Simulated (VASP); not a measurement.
Wanted: the native input for a VASP 6.6.1 run.

```yaml
Task: single point
Functional: PBE
Dispersion: D4
Potentials_or_basis: VASP PAW PBE potentials, release 64 (W_sv, Se)
Cutoff: 520 eV
k_mesh: 9 × 9 × 2
Occupations: gaussian, width 0.02 eV
Spin: no spin polarisation
Dipole_correction: no
Further_INCAR_settings: ALGO = Normal; EDIFF = 1e-07; NBANDS = 35
```

The structure of WSe2 (d4) lies in POSCAR:

```
WSe2
1.0
    3.2788915817      0.0000000000      0.0000000000
   -1.6394457908      2.8396034060      0.0000000000
    0.0000000000      0.0000000000     12.8344642211
W Se
2 4
Direct
    0.3333333333      0.6666666667      0.2500000000
    0.6666666667      0.3333333333      0.7500000000
    0.3333333333      0.6666666667      0.6186795481
    0.6666666667      0.3333333333      0.1186795481
    0.3333333333      0.6666666667      0.8813204519
    0.6666666667      0.3333333333      0.3813204519
```

One way to write it, as run:

INCAR

```
SYSTEM = WSe2
PREC = Accurate
ENCUT = 520
EDIFF = 1E-7
ISMEAR = 0
SIGMA = 0.02
LREAL = .False.
LASPH = .True.
NELM = 80
ALGO = Normal
ISIF = 2
LWAVE = .False.
LCHARG = .False.
GGA = PE
IVDW = 13
NBANDS = 35
```

KPOINTS

```
regular mesh
0
Gamma
  9 9 2
  0 0 0
```

Potentials or basis: VASP PAW PBE potentials, release 64 (W_sv, Se).

Command:

```sh
$ cat potpaw_PBE.64/W_sv/POTCAR potpaw_PBE.64/Se/POTCAR > POTCAR
$ mpirun -np 1 vasp_std > vasp.out
```

It gave:

```
Pressure                   : 0.3 GPa
Largest force              : 0.042 eV/Å
Band gap on the k mesh     : 1.01 eV, indirect (least direct gap 1.57 eV)
Dispersion energy per atom : -0.496 eV
```

Caveat: spin-orbit coupling is left out, which moves the levels of the heavy elements.

Run time: 60 s on 1 thread of Intel(R) Xeon(R) 6975P-C (Granite Rapids), with other jobs on the host, peak memory 0.26 GiB.
